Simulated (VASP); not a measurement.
SnPt3: single point with LDA

The system is SnPt3.

```
Sn Pt
1.0
     4.00000   -0.04000   -0.04000
    -0.04000    4.00000   -0.04000
    -0.04000   -0.04000    4.00000
Sn Pt
1 3
Direct
  0.00000 0.00000 0.00000
  0.00000 0.50000 0.50000
  0.50000 0.00000 0.50000
  0.50000 0.50000 0.00000
```

This cell differs from its parent crystal: equal xy, yz and zx shear strains of -2 %.

| Item | Value |
| --- | --- |
| Program | VASP 6.6.1 |
| Task | single point |
| Functional | LDA |
| Potentials or basis | VASP PAW LDA potentials, release 64 (Sn_d, Pt) |
| Cutoff | 520 eV |
| k mesh | 8 × 8 × 8 |
| Occupations | fermi-dirac, width 0.05 eV |
| Spin | no spin polarisation |
| Dipole correction | no |
| Further INCAR settings | ALGO = Normal; EDIFF = 1e-06; NBANDS = 30 |

| Property | Result |
| --- | --- |
| Pressure | -2.6 GPa |
| Band gap on the k mesh | zero (band 22 reaches 11.95 eV, above the bottom of band 23 at 11.56 eV) |

Stress tensor (GPa, compression positive):
```
-2.57  1.48  1.48
 1.48 -2.57  1.48
 1.48  1.48 -2.57
```

Levels at points of the mesh, in eV from the Fermi level:
| k point | band 20 | band 21 | band 22 | band 23 | band 24 | band 25 |
| --- | --- | --- | --- | --- | --- | --- |
| (0.00, 0.00, 0.00) | -1.23 | -0.42 | 0.12 | 0.12 | 0.18 | 2.91 |
| (0.50, 0.00, 0.00) | -2.37 | -1.12 | 0.14 | 1.79 | 3.83 | 3.97 |
| (0.50, 0.50, 0.00) | -2.11 | -1.91 | -1.56 | 0.77 | 1.07 | 5.10 |
| (0.50, 0.50, 0.50) | -2.09 | -0.73 | -0.46 | -0.25 | -0.25 | 0.89 |

Wall time 2.6 min on 1 thread of Intel(R) Xeon(R) Platinum 8488C (Sapphire Rapids), on a shared host, peak memory 0.23 GiB.

Caveat: the cell differs from its parent crystal (equal xy, yz and zx shear strains of -2 %); spin-orbit coupling is left out, which moves the levels of the heavy elements.
